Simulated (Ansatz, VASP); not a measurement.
Two plane-wave programs on MnO2

INCAR

```
ALGO     = Normal         # electronic algorithm
EDIFF    = 1E-6           # SCF threshold, eV
ENCUT    = 600            # plane-wave cutoff, eV
GGA      = PS             # functional
GGA_COMPAT= F            
ISIF     = 2              # what is computed and relaxed
ISMEAR   = 0              # smearing method
ISPIN    = 2              # spin polarisation
LASPH    = T              # aspherical terms in the spheres
LCHARG   = F              # write CHGCAR
LMAXMIX  = 4              # l up to which the mixer works
LORBIT   = 11             # projections on sites
LREAL    = F              # projectors in reciprocal space
LWAVE    = F              # write WAVECAR
MAGMOM   = 4 4 0 0 0 0    # initial moments
NBANDS   = 40             # bands
NELM     = 200            # most SCF steps
PREC     = Accurate       # precision mode
SIGMA    = 0.1            # smearing width, eV
```

KPOINTS

```
k-points
0
Gamma
  4 4 6
```

The input POSCAR:

```
MnO2
1.0
    4.3983000000      0.0000000000      0.0000000000
    0.0000000000      4.3983000000      0.0000000000
    0.0000000000      0.0000000000      2.8730000000
Mn O
2 4
Direct
    0.0000000000      0.0000000000      0.0000000000
    0.5000000000      0.5000000000      0.5000000000
    0.3051500000      0.3051500000      0.0000000000
    0.1948500000      0.8051500000      0.5000000000
    0.6948500000      0.6948500000      0.0000000000
    0.8051500000      0.1948500000      0.5000000000
```

Input for Ansatz:

```yaml
crystal:
  lattice:
    - [4.3983, 0.0, 0.0]
    - [0.0, 4.3983, 0.0]
    - [0.0, 0.0, 2.873]
  atoms:
    - { symbol: Mn, position: [0.0, 0.0, 0.0], spin: 4.0 }
    - { symbol: Mn, position: [0.5, 0.5, 0.5], spin: 4.0 }
    - { symbol: O, position: [0.30515, 0.30515, 0.0] }
    - { symbol: O, position: [0.19485, 0.80515, 0.5] }
    - { symbol: O, position: [0.69485, 0.69485, 0.0] }
    - { symbol: O, position: [0.80515, 0.19485, 0.5] }
basis:
  ecutwfc: 420
kpoints:
  mp_grid: { grid: [4, 4, 6] }
hamiltonian:
  xc: pbesol
scf:
  occupations: { method: gaussian, width: 0.1 }
  lower_state_search: "off"
output:
  forces: true
  stress: true
  eigenvalues: true
  populations: true
magnetization:
  spin_polarized: true
```

Alike in both runs: task single point; functional PBEsol; k mesh 4 × 4 × 6; occupations gaussian, width 0.1 eV; collinear spin.

|  | VASP | Ansatz |
| --- | --- | --- |
| version | VASP 6.6.1 | Ansatz 0.2.0 |
| potentials or method | VASP PAW PBE potentials, release 64 (Mn_sv, O), cutoff 600 eV | scalar-relativistic, plane waves, PAW |
| valence electrons in the cell | 54 | 54 |

|  | VASP | Ansatz | Ansatz less VASP |
| --- | --- | --- | --- |
| gap on the k mesh at the Fermi level (eV) | none | none | - |
| pressure (GPa) | -4.9 | -3.3 | +1.53 |
| traceless stress, the component that is largest in VASP (GPa) | -2.24 | -2.23 | +0.007 |
| rms of the force components (eV/Å) | 0.021 | 0.023 | +0.0024 |
| net moment per atom (μB) | 0.99 | 0.99 | +0.001 |
| size of the moment on the site where the two differ most (μB) | 2.59 | 2.36 | -0.226 |

VASP's potentials were made for PBE, not for PBEsol. Site moments also hang on the region over which each program counts them. Atom by atom the forces differ by 0.002 eV/Å (rms over components). A gap of «none» marks a metal or a gap that the smearing closes.

The k mesh is coarse, so the values compare programs but aren't converged.
